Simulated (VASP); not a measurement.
Here is a VASP 6.6.1 calculation.

The input INCAR:

```
PREC = Accurate
ENCUT = 520
EDIFF = 1E-6
ISMEAR = 0
SIGMA = 0.1
LREAL = F
LASPH = T
NELM = 100
ALGO = Normal
ISIF = 2
LWAVE = F
LCHARG = F
LDIPOL = T
IDIPOL = 3
DIPOL = 0.5 0.5 0.500
GGA = PE
NBANDS = 11
```

The input KPOINTS:

```
regular mesh
0
Gamma
  15 15 1
```

The input POSCAR:

```
Si
1.0
    3.9370000000      0.0000000000      0.0000000000
   -1.9685000000      3.4095420147      0.0000000000
    0.0000000000      0.0000000000     28.0000000000
Si
2
Direct
    0.3333333333      0.6666666667      0.5076607143
    0.6666666667      0.3333333333      0.4923392857
```

Potentials or basis: VASP PAW PBE potentials, release 64 (Si).

The run is started by

```bash
$ cat potpaw_PBE.64/Si/POTCAR > POTCAR
$ mpirun -np 1 vasp_std > vasp.out
```

(1) Estimate the band gap on the k mesh.

(2) What does it give for the largest force?

Results:

(1) zero (filled and empty bands touch).

(2) 0.062 eV/Å.
